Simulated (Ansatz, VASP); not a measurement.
# H in VASP and in Ansatz

File INCAR:

```
SYSTEM = H
  PREC = Accurate
  ENCUT = 400
  EDIFF = 1E-6
  ISMEAR = 0
  SIGMA = 0.01
  LREAL = .False.
  LASPH = .True.
  NELM = 120
  ALGO = Normal
  ISIF = 2
  LWAVE = .False.
  LCHARG = .False.
  GGA = PS
  NBANDS = 8
  GGA_COMPAT = .False.
  NELMDL = -8
```

KPOINTS

```
regular mesh
0
Gamma
  1 1 1
  0 0 0
```

Contents of POSCAR:

```
H
1.0
    8.0000000000      0.0000000000      0.0000000000
    0.0000000000      8.0000000000      0.0000000000
    0.0000000000      0.0000000000      8.0000000000
H
2
Direct
    0.5000000000      0.5000000000      0.4425000000
    0.5000000000      0.5000000000      0.5575000000
```

Input for Ansatz:

```yaml
crystal:
  lattice:
    - [8.0, 0.0, 0.0]
    - [0.0, 8.0, 0.0]
    - [0.0, 0.0, 8.0]
  atoms:
    - { symbol: H, position: [0.5, 0.5, 0.4425] }
    - { symbol: H, position: [0.5, 0.5, 0.5575] }
scf:
  occupations: { method: fixed }
output:
  forces: true
  stress: false
  eigenvalues: true
hamiltonian:
  xc: pbesol
basis:
  ecutwfc: 600
kpoints:
  mp_grid: { grid: [1, 1, 1] }
```

Alike in both runs: task single point; functional PBEsol; k mesh 1 × 1 × 1; no spin polarisation.

|  | VASP | Ansatz |
| --- | --- | --- |
| version | VASP 6.6.1 | Ansatz 0.2.0 |
| potentials or method | VASP PAW PBE potentials, release 64 (H), cutoff 400 eV | scalar-relativistic, plane waves, PAW |
| occupations | gaussian, width 0.01 eV | fixed |
| valence electrons in the cell | 2 | 2 |

|  | VASP | Ansatz | Ansatz less VASP |
| --- | --- | --- | --- |
| gap on the k mesh at the Fermi level (eV) | 9.14 | 9.13 | -0.013 |
| rms of the force components (eV/Å) | 1.912 | 1.943 | +0.0317 |

VASP's potentials were made for PBE, not for PBEsol. Atom by atom the forces differ by 0.032 eV/Å (rms over components).
